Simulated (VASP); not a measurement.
A run of VASP 6.6.1:

Contents of POSCAR:

```
MnSn3
1.0
    0.0000000000      3.5962028443      3.5962028443
    3.5962028443      0.0000000000      3.5962028443
    3.5962028443      3.5962028443      0.0000000000
Sn Mn
3 1
Direct
    0.2500000000      0.2500000000      0.2500000000
    0.7500000000      0.7500000000      0.7500000000
    0.5000000000      0.5000000000      0.5000000000
    0.0000000000      0.0000000000      0.0000000000
```

Contents of INCAR.step1:

```
SYSTEM = MnSn3
PREC = Accurate
ENCUT = 520
ISMEAR = 0
SIGMA = 0.1
LREAL = .FALSE.
LASPH = .TRUE.
NELM = 100
NBANDS = 36
GGA = PE
ALGO = Normal
EDIFF = 1E-4
LWAVE = .TRUE.
LCHARG = .FALSE.
```

File INCAR.step2:

```
SYSTEM = MnSn3
PREC = Accurate
ENCUT = 520
EDIFF = 1E-6
ISMEAR = 0
SIGMA = 0.1
LREAL = .FALSE.
LASPH = .TRUE.
NELM = 100
ALGO = Normal
ISIF = 2
LWAVE = .FALSE.
LCHARG = .FALSE.
METAGGA = R2SCAN
LMIXTAU = .TRUE.
NBANDS = 36
ISTART = 1
```

Contents of KPOINTS:

```
Automatic mesh
0
G
  10 10 10
  0 0 0
```

Potentials or basis: VASP PAW PBE potentials, release 64 (Sn_d, Mn_pv).

Command:

```sh
$ cat potpaw_PBE.64/Sn_d/POTCAR potpaw_PBE.64/Mn_pv/POTCAR > POTCAR
$ cp INCAR.step1 INCAR
$ mpirun -np 1 vasp_std > vasp.out
$ cp INCAR.step2 INCAR
$ mpirun -np 1 vasp_std > vasp.out
```

Hardware: 1 thread of AMD EPYC 7R13 Processor (Zen 3) (shared host).

Problem. How long does it take, and how much memory?

Solution. Wall time 14 min on 1 thread of AMD EPYC 7R13 Processor (Zen 3) (shared host), peak memory 0.31 GiB. Counts: k points 47.
